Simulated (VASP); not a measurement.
Input of a VASP 6.6.1 run:

The input INCAR:

```
PREC = Accurate
ENCUT = 600
EDIFF = 1E-7
ISMEAR = 0
SIGMA = 0.1
LREAL = F
LASPH = T
NELM = 60
ALGO = Normal
ISIF = 3
LWAVE = F
LCHARG = F
GGA = CA
IBRION = 2
NSW = 100
EDIFFG = -0.05
```

File KPOINTS:

```
regular mesh
0
Gamma
  9 9 4
```

The input POSCAR:

```
Ti
1.0
    2.9357319200      0.0000000000      0.0000000000
   -1.4678659600      2.5424184200      0.0000000000
    0.0000000000      0.0000000000      4.6408561500
Ti
2
Direct
    0.3333333300      0.6666666700      0.2500000000
    0.6666666700      0.3333333300      0.7500000000
```

Potentials or basis: VASP PAW LDA potentials, release 64 (Ti_sv).

Command:

```sh
$ cat potpaw_LDA.64/Ti_sv/POTCAR > POTCAR
$ mpirun -np 1 vasp_std > vasp.out
```

**Question.** Predict the relaxed volume.

**Answer.** 16.09 Å³/atom.

**Question.** Predict the band gap on the k mesh.

**Answer.** Zero (band 12 reaches 9.70 eV, above the bottom of band 13 at 8.78 eV).

**Question.** Predict the relaxed cell.

**Answer.** a = 2.866 Å, b = 2.866 Å, c = 4.521 Å, α = 90.00°, β = 90.00°, γ = 120.00°.

**Question.** Predict the space group after relaxing (to 0.05 Å).

**Answer.** P6_3/mmc (No. 194).

Final structure:
```xyz
2
Lattice="2.8665 0.0000 0.0000 -1.4332 2.4824 0.0000 0.0000 0.0000 4.5210" Properties=species:S:1:pos:R:3 pbc="T T T"
Ti    0.0000    1.6549    1.1303
Ti    1.4332    0.8275    3.3908
```
